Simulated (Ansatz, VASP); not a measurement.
# Two plane-wave programs on Ga

```
Ga
1.0
     5.37717    0.00000    0.00000
     0.00000    5.37717    0.00000
     0.00000    0.00000    5.37717
Ga
8
Direct
  0.50000 0.50000 0.50000
  0.00000 0.00000 0.00000
  0.25000 0.00000 0.50000
  0.50000 0.25000 0.00000
  0.50000 0.75000 0.00000
  0.75000 0.00000 0.50000
  0.00000 0.50000 0.75000
  0.00000 0.50000 0.25000
```

Alike in both runs: functional PBE; k mesh 8 × 8 × 8; occupations gaussian, width 0.1 eV; no spin polarisation.

Ansatz relaxed the structure, and its values are those at the end. VASP's run is a single point on that final structure, the one shown.

|  | VASP | Ansatz |
| --- | --- | --- |
| version | VASP 6.6.1 | Ansatz 0.2.0 |
| potentials or method | VASP PAW PBE potentials, release 64 (Ga_d), cutoff 520 eV | scalar-relativistic, plane waves, PAW |
| valence electrons in the cell | 104 | 104 |

|  | VASP | Ansatz | Ansatz less VASP |
| --- | --- | --- | --- |
| gap on the k mesh at the Fermi level (eV) | none | none | - |
| pressure (GPa) | 0.1 | 0.0 | -0.11 |

A gap of «none» marks a metal or a gap that the smearing closes.
